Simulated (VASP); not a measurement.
A run of VASP 6.6.1 is set up as follows.

File INCAR:

```
SYSTEM = KCl
PREC = Accurate ; ENCUT = 520
EDIFF = 1E-6 ; ISMEAR = 0
SIGMA = 0.02 ; LREAL = .False.
LASPH = .True. ; NELM = 60
ALGO = Normal ; ISIF = 2
LWAVE = .False. ; LCHARG = .False.
GGA = PE ; NBANDS = 15
```

The input KPOINTS:

```
regular mesh
0
Gamma
  6 6 6
  0 0 0
```

File POSCAR:

```
KCl
1.0
   -0.0328865620      3.0455733780      3.1402563780
    3.1073698160      0.0000000000      3.1073698160
    3.1402563780      3.0455733780     -0.0328865620
K Cl
1 1
Direct
    0.0134426688      0.0000000000     -0.0134426688
    0.4865573312      0.5000000000      0.5134426688
```

Potentials or basis: VASP PAW PBE potentials, release 64 (K_sv, Cl).

Launch:

```console
$ cat potpaw_PBE.64/K_sv/POTCAR potpaw_PBE.64/Cl/POTCAR > POTCAR
$ mpirun -np 1 vasp_std > vasp.out
```

Problem. Predict the band gap on the k mesh.

Solution. 5.30 eV.

Problem. Predict the largest force.

Solution. 0.165 eV/Å.

Problem. Predict the pressure.

Solution. 1.7 GPa.

Stress tensor (GPa, compression positive):
```
1.32 0.00 0.17
0.00 2.59 0.00
0.17 0.00 1.32
```

Caveat: the cell differs from its parent crystal (strained and its atoms moved).
